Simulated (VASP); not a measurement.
A run of VASP 6.6.1:

INCAR

```
SYSTEM = NaLi2
PREC = Accurate ; ENCUT = 520
EDIFF = 1E-6 ; ISMEAR = 0
SIGMA = 0.1 ; LREAL = .FALSE.
LASPH = .TRUE. ; NELM = 80
ALGO = Fast ; ISIF = 2
LWAVE = .FALSE. ; LCHARG = .TRUE.
GGA = PE ; LELF = .TRUE.
LVHAR = .TRUE. ; NBANDS = 22
```

KPOINTS

```
Automatic mesh
0
G
  6 6 1
  0 0 0
```

POSCAR

```
NaLi2
1.0
    3.4442912900      0.0000000000      0.0000000000
   -1.7221456500      2.9828437600      0.0000000000
    0.0000000000      0.0000000000     15.5587719300
Na Li
2 4
Direct
    0.6666666700      0.3333333300      0.3235049500
    0.6666666700      0.3333333300      0.6764950500
    0.0000000000      0.0000000000      0.8529901000
    0.3333333300      0.6666666700      0.0000000000
    0.0000000000      0.0000000000      0.1470099000
    0.0000000000      0.0000000000      0.5000000000
```

Potentials or basis: VASP PAW PBE potentials, release 64 (Na_pv, Li_sv).

Command:

```sh
$ cat potpaw_PBE.64/Na_pv/POTCAR potpaw_PBE.64/Li_sv/POTCAR > POTCAR
$ mpirun -np 1 vasp_std > vasp.out
```

Hardware: 1 thread of Intel(R) Xeon(R) Platinum 8259CL CPU @ 2.50GHz (Skylake/Cascade Lake), on a shared host.

Q: Estimate the wall time of this run.

A: It took 110 s on 1 thread of Intel(R) Xeon(R) Platinum 8259CL CPU @ 2.50GHz (Skylake/Cascade Lake) (shared host), peak memory 0.28 GiB. Counts: scf iterations 37, k points 7.
